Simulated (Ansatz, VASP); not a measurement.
**Ta: VASP beside Ansatz**

File POSCAR:

```
Ta
1.0
   -1.6512800000      1.6512800000      1.6512800000
    1.6512800000     -1.6512800000      1.6512800000
    1.6512800000      1.6512800000     -1.6512800000
Ta
1
Direct
    0.0000000000      0.0000000000      0.0000000000
```

File INCAR.step1:

```
PREC     = Accurate       # precision mode
ENCUT    = 520            # plane-wave cutoff, eV
EDIFF    = 1E-5           # SCF threshold, eV
ISMEAR   = -1             # smearing method
SIGMA    = 0.05           # smearing width, eV
LREAL    = F              # projectors in reciprocal space
LASPH    = T              # aspherical terms in the spheres
NELM     = 80             # most SCF steps
ALGO     = Normal         # electronic algorithm
ISIF     = 2              # what is computed and relaxed
LWAVE    = T              # write WAVECAR
NBANDS   = 12             # bands
GGA      = PE             # functional
```

File INCAR.step2:

```
PREC     = Accurate       # precision mode
ENCUT    = 520            # plane-wave cutoff, eV
EDIFF    = 1E-7           # SCF threshold, eV
ISMEAR   = -1             # smearing method
SIGMA    = 0.05           # smearing width, eV
LREAL    = F              # projectors in reciprocal space
LASPH    = T              # aspherical terms in the spheres
NELM     = 80             # most SCF steps
ALGO     = Normal         # electronic algorithm
ISIF     = 2              # what is computed and relaxed
LWAVE    = F              # write WAVECAR
LCHARG   = T              # write CHGCAR
GGA      = PE             # functional
LHFCALC  = T              # exact exchange
HFSCREEN = 0.2079         # screening, 1/A
PRECFOCK = Normal       
LELF     = T              # ELF
LVHAR    = T            
NBANDS   = 12             # bands
ISTART   = 1
```

Contents of KPOINTS:

```
Automatic mesh
0
Gamma
  6 6 6
```

The input input.yaml:

```yaml
crystal:
  lattice:
    - [-1.65128, 1.65128, 1.65128]
    - [1.65128, -1.65128, 1.65128]
    - [1.65128, 1.65128, -1.65128]
  atoms:
    - { symbol: Ta, position: [0.0, 0.0, 0.0] }
hamiltonian:
  xc: hse06
  pseudopotentials: { kind: paw }
kpoints:
  mp_grid: { grid: [6, 6, 6] }
  band_path:
    path:
      - [[0.0, 0.0, 0.0], [0.5, -0.5, 0.5], [0.0, 0.0, 0.5], [0.0, 0.0, 0.0], [0.25, 0.25, 0.25], [0.5, -0.5, 0.5]]
      - [[0.25, 0.25, 0.25], [0.0, 0.0, 0.5]]
    npoints: 4
scf:
  occupations: { method: fermi_dirac, width: 0.05 }
  n_extra_bands: 6
output:
  forces: true
  stress: true
  eigenvalues: true
  fatbands: false
```

Alike in both runs: functional HSE06; k mesh 6 × 6 × 6; occupations fermi-dirac, width 0.05 eV; no spin polarisation.

```csv
,VASP,Ansatz
version,VASP 6.6.1,Ansatz 0.2.0
potentials or method,"VASP PAW PBE potentials, release 64 (Ta_pv)",Ansatz PAW
plane-wave cutoff (eV),520,420
valence electrons in the cell,11,13
task,single point,band structure
```

|  | VASP | Ansatz | Ansatz less VASP |
| --- | --- | --- | --- |
| gap on the k mesh at the Fermi level (eV) | none | none | - |
| pressure (GPa) | 3.5 | 4.8 | +1.30 |

A gap of «none» marks a metal or a gap that the smearing closes. VASP's potentials hold 11 valence electrons a cell and Ansatz's 13, so a difference there can come from the potentials and not from the codes.

The k mesh is coarse, so the values compare programs but aren't converged. Spin-orbit coupling is off throughout.
